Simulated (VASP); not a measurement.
SbAs, 2 atoms in the cell. Symmetry: R-3m, No. 166, trigonal system. The conventional cell has a = 4.025 Å, b = 4.025 Å, c = 10.837 Å, α = 90.00°, β = 90.00°, γ = 120.00°. Within 3.9 Å of Sb (site symmetry -3m) lie 6 As at 2.94 Å. As (site symmetry -3m) has 6 Sb at 2.94 Å within 3.9 Å. 

```yaml
Program: VASP 6.6.1
Task: single point
Functional: PBEsol
Potentials_or_basis: VASP PAW PBE potentials, release 64 (Sb, As)
Cutoff: 520 eV
k_mesh: 11 × 11 × 11
Occupations: fermi-dirac, width 0.05 eV
Spin: no spin polarisation
Dipole_correction: no
Further_INCAR_settings: ALGO = Normal; EDIFF = 1e-06; NBANDS = 12
```

Potentials or basis: VASP PAW PBE potentials, release 64 (Sb, As).

Launch:

```bash
$ cat potpaw_PBE.64/Sb/POTCAR potpaw_PBE.64/As/POTCAR > POTCAR
$ mpirun -np 1 vasp_std > vasp.out
```

Hardware: 1 thread of Intel(R) Xeon(R) Platinum 8375C CPU @ 2.90GHz (Ice Lake), with other jobs on the host.

Question: Estimate the wall time of this run.

Answer: Run time: 44 s on 1 thread of Intel(R) Xeon(R) Platinum 8375C CPU @ 2.90GHz (Ice Lake), with other jobs on the host, peak memory 0.24 GiB. Counts: scf iterations 11, k points 146.
